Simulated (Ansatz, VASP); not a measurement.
Ni in VASP and in Ansatz

```
CELL_PARAMETERS angstrom
0.00000 1.62651 1.69723
1.62651 0.00000 1.69723
1.62651 1.62651 0.00000
ATOMIC_POSITIONS crystal
Ni 0.00000 0.00000 0.00000
```

Change from the starting cell: strain -0.080 along x and y, -0.040 along z, atoms carried along.

Alike in both runs: task single point; functional PBEsol; k mesh 22 × 22 × 22; occupations gaussian, width 0.15 eV; collinear spin.

|  | VASP | Ansatz |
| --- | --- | --- |
| version | VASP 6.6.1 | Ansatz 0.2.0 |
| potentials or method | VASP PAW PBE potentials, release 64 (Ni), cutoff 520 eV | scalar-relativistic, plane waves, PAW |
| valence electrons in the cell | 10 | 18 |

```tsv
	VASP	Ansatz	Ansatz less VASP
gap on the k mesh at the Fermi level (eV)	none	none	-
pressure (GPa)	46.8	47.7	+0.93
traceless stress, the component that is largest in VASP (GPa)	-6.01	-6.15	-0.139
net moment per atom (μB)	0.56	0.57	+0.013
size of the moment on the site where the two differ most (μB)	0.55	0.60	+0.047
```

VASP's potentials were made for PBE, not for PBEsol. Site moments also hang on the region over which each program counts them. A gap of «none» marks a metal or a gap that the smearing closes. Both programs put the cell under a high pressure, so it lies far from rest at this level. The functional is the same, so the differences come from potentials, cutoffs and numerics. VASP's potentials hold 10 valence electrons a cell and Ansatz's 18, so a difference there can come from the potentials and not from the codes.
